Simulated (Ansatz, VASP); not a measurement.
# ZrB2 in VASP and in Ansatz

```
Zr B
1.0
     3.17169    0.00000    0.00000
    -1.58585    2.74677    0.00000
     0.00000    0.00000    3.54086
Zr B
1 2
Direct
  0.00000 0.00000 0.00000
  0.33333 0.66667 0.50000
  0.66667 0.33333 0.50000
```

Alike in both runs: functional PBE; k mesh 16 × 16 × 14; occupations gaussian, width 0.2 eV; no spin polarisation.

Ansatz relaxed the structure, and its values are those at the end. VASP's run is a single point on that final structure, the one shown.

|  | VASP | Ansatz |
| --- | --- | --- |
| version | VASP 6.6.1 | Ansatz 0.2.0 |
| potentials or method | VASP PAW PBE potentials, release 64 (Zr_sv, B) | scalar-relativistic, plane waves, PAW |
| plane-wave cutoff (eV) | 520 | 420 |
| valence electrons in the cell | 18 | 18 |

VASP gave:

- gap on the k mesh at the Fermi level (eV): none
- pressure (GPa): 0.1

Task: Which values does Ansatz return?

Result: gap on the k mesh at the Fermi level (eV): none; pressure (GPa): 0.0.

A gap of «none» marks a metal or a gap that the smearing closes. With one functional, cell and mesh, what is left measures potentials, basis and numerics.
